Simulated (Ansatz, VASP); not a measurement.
## Si in VASP and in Ansatz

Contents of INCAR:

```
PREC = Accurate
ENCUT = 520
EDIFF = 1E-6
ISMEAR = -1
SIGMA = 0.1
LREAL = F
LASPH = T
NELM = 60
ALGO = Normal
ISIF = 2
LWAVE = F
LCHARG = F
GGA = PS
NBANDS = 11
```

KPOINTS

```
regular mesh
0
Gamma
  15 15 8
```

POSCAR

```
Si
1.0
    2.7473455275      0.0000000000      0.0000000000
   -1.3736727638      2.3792710198      0.0000000000
    0.0000000000      0.0000000000      4.6227954541
Si
2
Direct
    0.3333333333      0.6666666667      0.2500000000
    0.6666666667      0.3333333333      0.7500000000
```

Input for Ansatz:

```yaml
crystal:
  lattice:
    - [2.7473455275, 0.0, 0.0]
    - [-1.3736727638, 2.3792710198, 0.0]
    - [0.0, 0.0, 4.6227954541]
  atoms:
    - { symbol: Si, position: [0.3333333333, 0.6666666667, 0.25] }
    - { symbol: Si, position: [0.6666666667, 0.3333333333, 0.75] }
hamiltonian:
  xc: pbesol
  pseudopotentials:
    kind: paw
    azcp:
      Si: "pseudopotentials/Si.paw.azcp"
basis:
  ecutwfc: 420
  fft_grid_basis: typed
kpoints:
  mp_grid: { grid: [15, 15, 8], shift: [0, 0, 0] }
magnetization:
  spin_polarized: false
scf:
  occupations: { method: fermi_dirac, width: 0.1 }
  lower_state_search: "off"
output:
  stress: true
```

Alike in both runs: task single point; functional PBEsol; k mesh 15 × 15 × 8; occupations fermi-dirac, width 0.1 eV; no spin polarisation.

```csv
,VASP,Ansatz
version,VASP 6.6.1,Ansatz 0.2.0
potentials or method,"VASP PAW PBE potentials, release 64 (Si), cutoff 520 eV","plane waves (420 eV) with PAW, scalar-relativistic"
valence electrons in the cell,8,8
```

```tsv
	VASP	Ansatz	Ansatz less VASP
pressure (GPa)	-6.3	-6.4	-0.11
traceless stress, the component that is largest in VASP (GPa)	0.95	0.96	+0.001
```

VASP's potentials were made for PBE, not for PBEsol, and Ansatz warns of the same on its side. With one functional, cell and mesh, what is left measures potentials, basis and numerics.
